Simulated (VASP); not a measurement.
Input of a VASP 6.6.1 run:

INCAR

```
  PREC = Accurate
  ENCUT = 400
  EDIFF = 1E-6
  ISMEAR = 0
  SIGMA = 0.05
  LREAL = Auto
  LASPH = True
  NELM = 120
  ALGO = Normal
  ISIF = 2
  LWAVE = False
  LCHARG = False
  GGA = PE
  NBANDS = 166
  GGA_COMPAT = False
```

Contents of KPOINTS:

```
regular mesh
0
Gamma
  3 3 3
```

POSCAR

```
Ga15As16Pb
1.0
   -5.7459815093     -5.7459815093      5.7459815093
    5.7459815093      5.7459815093      5.7459815093
   -5.7459815093      5.7459815093     -5.7459815093
Pb Ga As
1 15 16
Direct
    0.2500000000      0.5000000000      0.2500000000
    0.5025540250      0.5000000000     -0.0043103743
    0.2500000000      0.7525540250     -0.0043103743
    0.7500000000      0.5000000000      0.7500000000
    0.5043103743      0.7543103743      0.7568643993
    0.2500000000      0.0000000000      0.7500000000
   -0.0043103743      0.5000000000      0.5025540250
    0.7568643993      0.7543103743      0.5043103743
    0.5043103743      0.0068643993      0.5043103743
    0.2500000000      0.2456896257      0.5025540250
   -0.0043103743      0.7525540250      0.2500000000
    0.7500000000      0.0000000000      0.2500000000
    0.5025540250      0.2456896257      0.2500000000
   -0.0025540250     -0.0068643993     -0.0025540250
    0.7431356007      0.2474459750     -0.0025540250
   -0.0025540250      0.2474459750      0.7431356007
   -0.0251737810      0.2248262190     -0.0251737810
    0.2500000000      0.2486376536      0.7518536571
   -0.0013623464      0.5000000000      0.7518536571
    0.5013623464      0.2532160035      0.5013623464
    0.2500000000      0.5000000000      0.5251737810
    0.0032160035      0.7513623464      0.5013623464
    0.7518536571      0.2486376536      0.2500000000
    0.5251737810      0.5000000000      0.2500000000
    0.2500000000      0.7751737810      0.2500000000
   -0.0013623464      0.0018536571      0.2500000000
    0.7518536571      0.5000000000     -0.0013623464
    0.5013623464      0.7513623464      0.0032160035
    0.2500000000      0.0018536571     -0.0013623464
    0.7481463429      0.7467839965      0.7481463429
    0.4967839965     -0.0018536571      0.7481463429
    0.7481463429     -0.0018536571      0.4967839965
```

Potentials or basis: VASP PAW PBE potentials, release 64 (Pb_d, Ga_d, As).

Launch:

```bash
$ cat potpaw_PBE.64/Pb_d/POTCAR potpaw_PBE.64/Ga_d/POTCAR potpaw_PBE.64/As/POTCAR > POTCAR
$ mpirun -np 1 vasp_std > vasp.out
```

(1) Predict the band gap on the k mesh.

(2) What does it give for the largest force?

Results:

(1) zero (an odd number of electrons rules out a gap without spin polarisation).

(2) 0.027 eV/Å.

Caveat: spin-orbit coupling is left out, which moves the levels of the heavy elements.
